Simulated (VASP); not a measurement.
Crystal: Zn2AsP3.

```xyz
6
Lattice="4.3853 0.0000 0.0000 -2.1927 3.7978 0.0000 0.0000 0.0000 8.1958" Properties=species:S:1:pos:R:3 pbc="T T T"
Zn    2.1927    1.2659    2.0332
Zn    2.1927    1.2659    6.1626
As    0.0000    0.0000    0.0000
P     0.0000    0.0000    4.0979
P     0.0000    2.5319    0.0000
P     0.0000    2.5319    4.0979
```

```yaml
Program: VASP 6.6.1
Task: relaxation of cell and atoms
Functional: PBEsol
Potentials_or_basis: VASP PAW PBE potentials, release 64 (Zn, As, P)
Cutoff: 600 eV
k_mesh: 6 × 6 × 4
Occupations: fermi-dirac, width 0.03 eV
Spin: no spin polarisation
```

At the start: pressure -10.1 GPa; volume 22.75 Å³/atom.

Where does the relaxation end?

Over 16 steps the energy falls by 254.8 meV/atom and the volume is 16.08 Å³/atom (-29.3 %); space group P-6m2 (No. 187, to 0.1 Å) before and after.

Step by step:
| step | energy change (eV) | largest force (eV/Å) | pressure (GPa) | volume (Å³) |
| --- | --- | --- | --- | --- |
| 1 | 0.0000 | 0.1059 | -10.10 | 136.50 |
| 2 | -0.9950 | 0.2194 | 0.09 | 110.05 |
| 3 | -0.9997 | 0.2110 | -0.81 | 111.34 |
| 4 | -1.2324 | 0.2262 | -0.07 | 106.32 |
| 5 | -1.4534 | 0.2083 | 1.85 | 98.33 |
| 6 | -0.9629 | 0.0819 | 17.06 | 81.96 |
| 7 | -1.4666 | 0.2162 | 4.07 | 92.79 |
| 8 | -1.4740 | 0.0943 | -2.60 | 98.33 |
| 9 | -1.5120 | 0.1525 | 0.72 | 95.19 |
| 10 | -1.5124 | 0.1573 | 0.93 | 95.01 |
| 11 | -1.5247 | 0.1232 | -0.17 | 96.58 |
| 12 | -1.5248 | 0.1197 | -0.28 | 96.76 |
| 13 | -1.5267 | 0.0868 | 0.10 | 96.43 |
| 14 | -1.5269 | 0.0735 | 0.26 | 96.29 |
| 15 | -1.5282 | 0.0431 | 0.13 | 96.37 |
| 16 | -1.5289 | 0.0021 | -0.03 | 96.50 |

Final structure:
```yaml
crystal:
  lattice:
    - [4.16240, 0.00000, 0.00000]
    - [-2.08120, 3.60474, 0.00000]
    - [0.00000, 0.00000, 6.43125]
  atoms:
    - { symbol: Zn, position: [0.66667, 0.33333, 0.26144] }
    - { symbol: Zn, position: [0.66667, 0.33333, 0.73856] }
    - { symbol: As, position: [0.00000, 0.00000, 0.00000] }
    - { symbol: P, position: [0.00000, 0.00000, 0.50000] }
    - { symbol: P, position: [0.33333, 0.66667, 0.00000] }
    - { symbol: P, position: [0.33333, 0.66667, 0.50000] }
```

Caveat: the volume moved by over 15 % at a fixed basis, so the end points are rough; the PAW data sets were made with another functional, which shifts forces and pressure a little.
